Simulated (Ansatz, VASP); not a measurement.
One calculation of TePb, two programs

```
Te Pb
1.0
     0.00000    3.12609    3.43870
     3.12609    0.00000    3.43870
     3.12609    3.12609    0.00000
Te Pb
1 1
Cartesian
  3.1261 3.1261 3.4387
  0.0000 0.0000 0.0000
```

Alike in both runs: task single point; functional r2SCAN; k mesh 8 × 8 × 8; occupations gaussian, width 0.05 eV; no spin polarisation.

```csv
,VASP,Ansatz
version,VASP 6.6.1,Ansatz 0.2.0
potentials or method,"VASP PAW PBE potentials, release 64 (Te, Pb_d), cutoff 520 eV","scalar-relativistic, plane waves, PAW"
valence electrons in the cell,20,30
```

|  | VASP | Ansatz | Ansatz less VASP |
| --- | --- | --- | --- |
| gap on the k mesh at the Fermi level (eV) | 0.58 | 0.57 | -0.002 |
| least direct gap on the mesh (eV) | 0.58 | 0.57 | -0.002 |
| pressure (GPa) | 2.9 | 2.9 | 0.00 |
| traceless stress, the component that is largest in VASP (GPa) | -6.84 | -6.82 | +0.019 |

VASP's potentials were made for PBE, not for r2SCAN. VASP's potentials hold 20 valence electrons a cell and Ansatz's 30, so a difference there can come from the potentials and not from the codes.

Neither program's run includes spin-orbit coupling.
